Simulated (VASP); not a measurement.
# TaSi2 (P6_422) in VASP: notebook

TaSi2 is run at these levels: PBEsol; tasks: single point.

Everything below comes from runs of VASP 6.6.1. Logs are shortened: lines on timing, memory, paths and dates and some standing lists are left out, and cuts for length are marked.

**1. The cell of the first run**

Symmetry: P6_422, No. 181, hexagonal system. Conventional cell: a = 4.618 Å, b = 4.618 Å, c = 6.654 Å, α = 90.00°, β = 90.00°, γ = 120.00°. Ta (site symmetry 222) has 10 Si at 2.60 to 2.73 Å and 4 Ta at 3.20 Å within 3.4 Å. Within 3.4 Å of Si (site symmetry 2) lie 9 Si at 2.55 to 3.28 Å and 5 Ta at 2.60 to 2.73 Å.

**2. Single point, PBEsol (strain -0.030 along x and y, +0.015 along z)**

The input, INCAR:

```
ALGO = Normal
EDIFF = 1E-6
ENCUT = 520
GGA = PS
ISIF = 2
ISMEAR = 0
LASPH = True
LCHARG = False
LREAL = False
LWAVE = False
NBANDS = 38
NELM = 60
PREC = Accurate
SIGMA = 0.15
```

The input, KPOINTS:

```
k-points
0
Gamma
  12 12 6
```

The input, POSCAR:

```
TaSi2
1.0
    4.6181605319      0.0000000000      0.0000000000
   -2.3090802659      3.9994443394      0.0000000000
    0.0000000000      0.0000000000      6.6544851864
Ta Si
3 6
Direct
    0.5000000000      0.0000000000      0.0000000000
    0.5000000000      0.5000000000      0.6666666667
    0.0000000000      0.5000000000      0.3333333333
    0.1592827538      0.3185655077      0.0000000000
    0.8407172462      0.1592827538      0.6666666667
    0.6814344923      0.8407172462      0.3333333333
    0.8407172462      0.6814344923      0.0000000000
    0.1592827538      0.8407172462      0.6666666667
    0.3185655077      0.1592827538      0.3333333333
```

Potentials or basis: VASP PAW PBE potentials, release 64 (Ta_pv, Si).

The run is started by

```
$ cat potpaw_PBE.64/Ta_pv/POTCAR potpaw_PBE.64/Si/POTCAR > POTCAR
$ mpirun -np 1 vasp_std > vasp.out
```

OUTCAR:

```text
EDIFF = 1E-6
   ENCUT = 520
   GGA = PS
   ISIF = 2
   ISMEAR = 0
   LASPH = True
   LREAL = False
   NELM = 60
   PREC = Accurate

 ion  position               nearest neighbor table
   1  0.500  0.000  0.000-   6 2.60   9 2.60   8 2.60   5 2.60   4 2.64   7 2.64   7 2.64   4 2.64
                             4 2.73   7 2.73   2 3.20   2 3.20   3 3.20   3 3.20
   2  0.500  0.500  0.667-   4 2.60   7 2.60   6 2.60   9 2.60   5 2.64   8 2.64   8 2.64   5 2.64
                             8 2.73   5 2.73   1 3.20   1 3.20   3 3.20   3 3.20
   3  0.000  0.500  0.333-   4 2.60   7 2.60   5 2.60   8 2.60   9 2.64   6 2.64   9 2.64   6 2.64
                             6 2.73   9 2.73   1 3.20   1 3.20   2 3.20   2 3.20
   4  0.159  0.319  0.000-   7 2.55   5 2.56   9 2.56   3 2.60   2 2.60   1 2.64   1 2.64   1 2.73
                             7 2.73   7 2.73   8 3.13   6 3.13
   5  0.841  0.159  0.667-   8 2.55   4 2.56   6 2.56   1 2.60   3 2.60   2 2.64   2 2.64   2 2.73
                             8 2.73   8 2.73   7 3.13   9 3.13
   6  0.681  0.841  0.333-   9 2.55   7 2.56   5 2.56   1 2.60   2 2.60   3 2.64   3 2.64   3 2.73
                             9 2.73   9 2.73   4 3.13   8 3.13
   7  0.841  0.681  0.000-   4 2.55   8 2.56   6 2.56   3 2.60   2 2.60   1 2.64   1 2.64   1 2.73
                             4 2.73   4 2.73   5 3.13   9 3.13
   8  0.159  0.841  0.667-   5 2.55   7 2.56   9 2.56   1 2.60   3 2.60   2 2.64   2 2.64   2 2.73
                             5 2.73   5 2.73   4 3.13   6 3.13
   9  0.319  0.159  0.333-   6 2.55   4 2.56   8 2.56   1 2.60   2 2.60   3 2.64   3 2.64   3 2.73
                             6 2.73   6 2.73   7 3.13   5 3.13

  LATTYP: Found a hexagonal cell.
 ALAT       =     4.6181605319
 C/A-ratio  =     1.4409384733

  Lattice vectors:

 A1 = (   4.6181605319,   0.0000000000,   0.0000000000)
 A2 = (  -2.3090802659,   3.9994443394,   0.0000000000)
 A3 = (   0.0000000000,   0.0000000000,   6.6544851864)

Analysis of symmetry for initial positions (statically):
=====================================================================
 Subroutine PRICEL returns:
 Original cell was already a primitive cell.

 Routine SETGRP: Setting up the symmetry group for a
 hexagonal supercell.

 Subroutine GETGRP returns: Found 12 space group operations
 (whereof  4 operations were pure point group operations)
 out of a pool of 24 trial point group operations.

The static configuration has the point symmetry D_2 .
 The point group associated with its full space group is D_6 .

Analysis of symmetry for dynamics (positions and initial velocities):
=====================================================================
 Subroutine PRICEL returns:
 Original cell was already a primitive cell.

 Routine SETGRP: Setting up the symmetry group for a
 hexagonal supercell.

 Subroutine GETGRP returns: Found 12 space group operations
 (whereof  4 operations were pure point group operations)
 out of a pool of 24 trial point group operations.

The dynamic configuration has the point symmetry D_2 .
 The point group associated with its full space group is D_6 .

 Subroutine INISYM returns: Found 12 space group operations
 (whereof  4 operations are pure point group operations),
 and found     1 'primitive' translations

----------------------------------------------------------------------------------------

                                     Primitive cell

  volume of cell :     122.9088

  direct lattice vectors                    reciprocal lattice vectors
     4.618160532  0.000000000  0.000000000     0.216536431  0.125017367  0.000000000
    -2.309080266  3.999444339  0.000000000     0.000000000  0.250034734  0.000000000
     0.000000000  0.000000000  6.654485186     0.000000000  0.000000000  0.150274585

  length of vectors
     4.618160532  4.618160532  6.654485186     0.250034734  0.250034734  0.150274585

  position of ions in fractional coordinates (direct lattice)
     0.500000000  0.000000000  0.000000000
     0.500000000  0.500000000  0.666666667
     0.000000000  0.500000000  0.333333333
     0.159282754  0.318565508  0.000000000
     0.840717246  0.159282754  0.666666667
     0.681434492  0.840717246  0.333333333
     0.840717246  0.681434492  0.000000000
     0.159282754  0.840717246  0.666666667
     0.318565508  0.159282754  0.333333333

  ion indices of the primitive-cell ions
   primitive index   ion index
                 1           1
                 2           2
                 3           3
                 4           4
                 5           5
                 6           6
                 7           7
                 8           8
                 9           9

----------------------------------------------------------------------------------------

 KPOINTS: k-points

Automatic generation of k-mesh.
 Grid dimensions read from file:
 generate k-points for:   12   12    6

 Generating k-lattice:

  Cartesian coordinates                     Fractional coordinates (reciprocal lattice)
     0.018044703  0.010418114  0.000000000     0.083333333  0.000000000  0.000000000
     0.000000000  0.020836228  0.000000000     0.000000000  0.083333333  0.000000000
     0.000000000  0.000000000  0.025045764     0.000000000  0.000000000  0.166666667

  Length of vectors
     0.020836228  0.020836228  0.025045764

  Shift w.r.t. Gamma in fractional coordinates (k-lattice)
     0.000000000  0.000000000  0.000000000

 Subroutine IBZKPT returns following result:
 ===========================================

 Found     76 irreducible k-points:

 Following reciprocal coordinates:
            Coordinates               Weight
  0.000000  0.000000  0.000000      1.000000
  0.083333  0.000000  0.000000      6.000000
  0.166667 -0.000000  0.000000      6.000000
  0.250000  0.000000  0.000000      6.000000
  0.333333 -0.000000  0.000000      6.000000
  0.416667  0.000000  0.000000      6.000000
[... 16 lines left out ...]
  0.250000  0.000000  0.166667     12.000000
  0.333333 -0.000000  0.166667     12.000000
 [... further k-points ...]
   k-points           NKPTS =     76   k-points in BZ     NKDIM =     76   number of bands    NBANDS=     38
   number of dos      NEDOS =    301   number of ions     NIONS =      9
   total plane-waves  NPLWV =  64800
   dimension x,y,z NGX =    36 NGY =   36 NGZ =   50
   dimension x,y,z NGXF=    72 NGYF=   72 NGZF=  100
   ions per type =               3   6
   NGX,Y,Z   is equivalent  to a cutoff of  12.96, 12.96, 12.49 a.u.
   NGXF,Y,Z  is equivalent  to a cutoff of  25.92, 25.92, 24.98 a.u.
 SYSTEM =  unknown system
   PREC   = accura    normal or accurate (medium, high low for compatibility)
   ISTART =      0    job   : 0-new  1-cont  2-samecut
   ICHARG =      2    charge: 1-file 2-atom 10-const
   ISPIN  =      1    spin polarized calculation?
   LNONCOLLINEAR =      F non collinear calculations
   LSORBIT =      F    spin-orbit coupling
   LASPH  =      T    aspherical Exc in radial PAW
   ENCUT  =  520.0 eV  38.22 Ry    6.18 a.u.   8.59  8.59 12.37*2*pi/ulx,y,z
   NELM   =     60;   NELMIN=  2; NELMDL= -5     # of ELM steps
   EDIFF  = 0.1E-05   stopping-criterion for ELM
   LREAL  =      F    real-space projection
   EDIFFG = 0.1E-04   stopping-criterion for IOM
   NSW    =      0    number of steps for IOM
   IBRION =     -1    ionic relax: 0-MD 1-quasi-New 2-CG
   NFREE  =      0    steps in history (QN), initial steepest desc. (CG)
   ISIF   =      2    stress and relaxation
   ISYM   =      2    0-nonsym 1-usesym 2-fastsym
   POTIM  = 0.5000    time-step for ionic-motion
   TEBEG  =    0.0;   TEEND  =   0.0 temperature during run
   PSTRESS=    0.0 pullay stress
   NELECT =      57.0000    total number of electrons
   NUPDOWN=      -1.0000    fix difference up-down
   EMIN   =  10.00;   EMAX   =-10.00  energy-range for DOS
   EFERMI =   0.00;   METHOD = LEGACY
   ISMEAR =     0;   SIGMA  =   0.15  broadening in eV -4-tet -1-fermi 0-gaus
   EFERMI_NEDOS =   21; number of points for ismear=-14 and -15
   IALGO  =     38    algorithm
   IMIX   =      4    mixing-type and parameters
     AMIX     =   0.40;   BMIX     =  1.00
     AMIX_MAG =   1.60;   BMIX_MAG =  1.00
  volume/ion in A,a.u.               =      13.66        92.16
  Fermi-wavevector in a.u.,A,eV,Ry     =   1.267181  2.394625 21.847532  1.605748
  Thomas-Fermi vector in A             =   2.400343
   LORBIT       =      0    0 simple, 1 ext, 2 COOP (PROOUT), +10 PAW based schemes
   GGA     = PS    functional components
   LHFCALC =     F    Hartree Fock is set to
   AEXX    =    0.0000 exact exchange contribution
   IVDW    =     0    specifies the selected vdW correction
   LEPSILON=     F    determine dielectric tensor
   LRPA    =     F    only Hartree local field effects (RPA)
 non-spin polarized calculation
 Gauss-broadening in eV      SIGMA  =   0.15
  energy-cutoff  :      520.00
  volume of cell :      122.91
 maximum number of plane-waves:      3343
 NGX is ok and might be reduce to    36
   NGX = 17   NGY = 17   NGZ = 25

 number of electron      57.0000005 magnetization

 Free energy of the ion-electron system (eV)
  ---------------------------------------------------
  ext. energy  EPLUGINS =         0.00000000
  ---------------------------------------------------
  free energy    TOTEN  =       -77.02152655 eV

  energy without entropy =      -76.97672175  energy(sigma->0) =      -76.99912415

 E-fermi :   9.9175     XC(G=0): -12.4182

 val. band max:        9.8871220601   @ k =   0.4167   0.0000   0.5000
 cond. band min:       9.9185264091   @ k =   0.2500   0.1667   0.1667
 fundamental gap:      0.0314043491
 Fermi energy:         9.9175477899

 k-point     1 :       0.0000    0.0000    0.0000
  band No.  band energies     occupation
      1     -24.2692      2.00000
      2     -24.2692      2.00000
      3     -24.2159      2.00000
      4     -24.1603      2.00000
      5     -24.1603      2.00000
      6     -24.0654      2.00000
[... 30 lines left out ...]
     37      14.0210      0.00000
     38      14.3116      0.00000
[... 941 lines left out ...]
     37      14.3421      0.00000
     38      14.3985      0.00000

 [... further k-points ...]

------------------------ aborting loop because EDIFF is reached ----------------------------------------

  FORCE on cell =-STRESS in cart. coord.  units (eV):
  Direction    XX          YY          ZZ          XY          YZ          ZX
  --------------------------------------------------------------------------------------
  -------------------------------------------------------------------------------------
  Total       11.3776999     11.3776999     -0.1375184      0.0000000     -0.0000000      0.0000000
  in kB      148.3139195    148.3139195     -1.7926201      0.0000000     -0.0000000      0.0000000
  external PRESSURE =      98.2784063 kB  Pullay stress =       0.0000000 kB

 VOLUME and BASIS-vectors are now :
 -----------------------------------------------------------------------------
  energy-cutoff  :      520.00
  volume of cell :      122.91
      direct lattice vectors                 reciprocal lattice vectors
     4.618160532  0.000000000  0.000000000     0.216536431  0.125017367  0.000000000
    -2.309080266  3.999444339  0.000000000     0.000000000  0.250034734  0.000000000
     0.000000000  0.000000000  6.654485186     0.000000000  0.000000000  0.150274585

 POSITION                                       TOTAL-FORCE (eV/Angst)
 -----------------------------------------------------------------------------------
      2.30908      0.00000      0.00000         0.000000      0.000000      0.000000
      1.15454      1.99972      4.43632         0.000000      0.000000     -0.000000
     -1.15454      1.99972      2.21816         0.000000      0.000000     -0.000000
     -0.00000      1.27409      0.00000         0.000000      0.192486      0.000000
      3.51477      0.63704      4.43632        -0.166698      0.096243      0.000000
      1.20569      3.36240      2.21816        -0.166698     -0.096243      0.000000
      2.30908      2.72536      0.00000        -0.000000     -0.192486      0.000000
     -1.20569      3.36240      4.43632         0.166698     -0.096243      0.000000
      1.10339      0.63704      2.21816         0.166698      0.096243      0.000000
 -----------------------------------------------------------------------------------
    total drift:                               -0.000000      0.000000     -0.000000

  FREE ENERGIE OF THE ION-ELECTRON SYSTEM (eV)
  ---------------------------------------------------
  free  energy   TOTEN  =       -77.0215265500 eV

  energy  without entropy=      -76.9767217481  energy(sigma->0) =      -76.99912415
```

It took 2.2 min on 1 thread of Intel Xeon 6975P-C (Granite Rapids), shared host; peak memory 0.42 GiB.

Results:

```yaml
Free_energy: -77.0215 eV
Pressure: 9.8 GPa
Largest_force: 0.192 eV/Å
Band_gap_on_the_k_mesh: zero (an odd number of electrons rules out a gap without spin polarisation)
```

Forces in eV/Å, atoms in the order of the input:
```
Ta   0.000  0.000  0.000
Ta   0.000  0.000  0.000
Ta   0.000  0.000  0.000
Si   0.000  0.192  0.000
Si  -0.167  0.096  0.000
Si  -0.167 -0.096  0.000
Si   0.000 -0.192  0.000
Si   0.167 -0.096  0.000
Si   0.167  0.096  0.000
```

Caveat: the cell differs from its parent crystal (strain -0.030 along x and y, +0.015 along z); the cell stands under pressure; the PAW data sets were made with another functional, which shifts forces and pressure a little; spin-orbit coupling is left out, which moves the levels of the heavy elements.

**3. Single point, PBEsol (strain -0.030 along x and y, +0.030 along z)**

The input, INCAR:

```
SYSTEM = TaSi2
PREC = Accurate ; ENCUT = 520
EDIFF = 1E-6 ; ISMEAR = 0
SIGMA = 0.15 ; LREAL = .FALSE.
LASPH = .TRUE. ; NELM = 100
ALGO = Normal ; ISIF = 2
LWAVE = .FALSE. ; LCHARG = .TRUE.
GGA = PS ; LELF = .TRUE.
LVHAR = .TRUE. ; NBANDS = 38
```

The input, KPOINTS:

```
regular mesh
0
G
  12 12 6
  0 0 0
```

POSCAR, as its differences from that of step 2:

```diff
@@ -4,3 +4,3 @@
    -2.3090802659      3.9994443394      0.0000000000
-    0.0000000000      0.0000000000      6.6544851864
+    0.0000000000      0.0000000000      6.7528273320
 Ta Si
```

Potentials or basis: VASP PAW PBE potentials, release 64 (Ta_pv, Si).

The run is started by

```
$ cat potpaw_PBE.64/Ta_pv/POTCAR potpaw_PBE.64/Si/POTCAR > POTCAR
$ mpirun -np 1 vasp_std > vasp.out
```

It took 2.3 min on 1 thread of Intel Xeon 6975P-C (Granite Rapids), shared host; peak memory 0.42 GiB.

It converged, with:

| Item | Value |
| --- | --- |
| Free energy | -76.9828 eV |
| Pressure | 6.5 GPa |
| Largest force | 0.234 eV/Å |
| Band gap on the k mesh | zero (an odd number of electrons rules out a gap without spin polarisation) |

Forces on the atoms (eV/Å):
```
Ta   0.000  0.000  0.000
Ta   0.000  0.000  0.000
Ta   0.000  0.000  0.000
Si   0.000  0.234  0.000
Si  -0.202  0.117  0.000
Si  -0.202 -0.117  0.000
Si   0.000 -0.234  0.000
Si   0.202 -0.117  0.000
Si   0.202  0.117  0.000
```

Stress tensor (GPa, compression positive):
```
13.00  0.00  0.00
 0.00 13.00  0.00
 0.00  0.00 -6.57
```

Levels at points of the mesh, in eV from the Fermi level:
| k point | band 24 | band 25 | band 26 | band 27 | band 28 | band 29 | band 30 | band 31 | band 32 | band 33 |
| --- | --- | --- | --- | --- | --- | --- | --- | --- | --- | --- |
| (0.00, 0.00, 0.00) | -2.25 | -2.25 | -2.07 | -2.07 | -2.04 | -1.21 | 0.52 | 3.12 | 3.12 | 3.41 |
| (0.50, 0.00, 0.00) | -2.14 | -1.94 | -1.02 | -0.98 | -0.30 | -0.17 | 0.88 | 1.32 | 1.88 | 2.19 |
| (0.00, 0.00, 0.50) | -2.59 | -2.31 | -1.63 | -1.42 | -1.42 | 0.58 | 0.58 | 2.76 | 2.76 | 3.33 |
| (0.50, 0.00, 0.50) | -2.13 | -2.11 | -2.01 | -1.95 | -0.69 | 0.17 | 1.48 | 2.18 | 2.41 | 2.50 |

Caveat: the cell differs from its parent crystal (strain -0.030 along x and y, +0.030 along z); the cell stands under pressure; the PAW data sets were made with another functional, which shifts forces and pressure a little; spin-orbit coupling is left out, which moves the levels of the heavy elements.

**4. Single point, PBEsol (strain +0.000 along x and y, -0.030 along z)**

The input, INCAR:

```
PREC = Accurate
ENCUT = 520
EDIFF = 1E-6
ISMEAR = 0
SIGMA = 0.15
LREAL = False
LASPH = True
NELM = 80
ALGO = Normal
ISIF = 2
LWAVE = False
LCHARG = False
GGA = PS
NBANDS = 38
```

The input, KPOINTS:

```
regular mesh
0
Gamma
  12 12 6
```

POSCAR, as its differences from that of step 3:

```diff
@@ -2,5 +2,5 @@
 1.0
-    4.6181605319      0.0000000000      0.0000000000
-   -2.3090802659      3.9994443394      0.0000000000
-    0.0000000000      0.0000000000      6.7528273320
+    4.7609902391      0.0000000000      0.0000000000
+   -2.3804951195      4.1231384942      0.0000000000
+    0.0000000000      0.0000000000      6.3594587496
 Ta Si
```

The run is started by

```
$ cat potpaw_PBE.64/Ta_pv/POTCAR potpaw_PBE.64/Si/POTCAR > POTCAR
$ mpirun -np 1 vasp_std > vasp.out
```

It took 2.2 min on 1 thread of Intel Xeon 6975P-C (Granite Rapids), shared host; peak memory 0.42 GiB.

It converged, with:

```
Free energy            : -77.1668 eV
Pressure               : 7.9 GPa
Largest force          : 0.111 eV/Å
Band gap on the k mesh : zero (an odd number of electrons rules out a gap without spin polarisation)
```

Forces in eV/Å, atoms in the order of the input:
```
Ta   0.000  0.000  0.000
Ta   0.000  0.000  0.000
Ta   0.000  0.000  0.000
Si   0.000 -0.111  0.000
Si   0.096 -0.055  0.000
Si   0.096  0.055  0.000
Si   0.000  0.111  0.000
Si  -0.096  0.055  0.000
Si  -0.096 -0.055  0.000
```

Stress tensor (GPa, compression positive):
```
 3.51  0.00  0.00
 0.00  3.51  0.00
 0.00  0.00 16.62
```

Levels at points of the mesh, in eV from the Fermi level:
```csv
k point,band 27,band 28,band 29,band 30,band 31,band 32
"(0.00, 0.00, 0.00)",-2.34,-2.34,-1.59,0.80,2.97,2.97
"(0.50, 0.00, 0.00)",-0.75,-0.08,-0.06,0.86,1.37,1.44
"(0.00, 0.00, 0.50)",-1.93,-1.93,1.39,1.39,2.94,2.94
"(0.50, 0.00, 0.50)",-1.75,-0.75,-0.45,1.56,2.00,2.57
```

Caveat: the cell differs from its parent crystal (strain +0.000 along x and y, -0.030 along z); the cell stands under pressure; the PAW data sets were made with another functional, which shifts forces and pressure a little; spin-orbit coupling is left out, which moves the levels of the heavy elements.

(Part 1 of 2 ends here.)
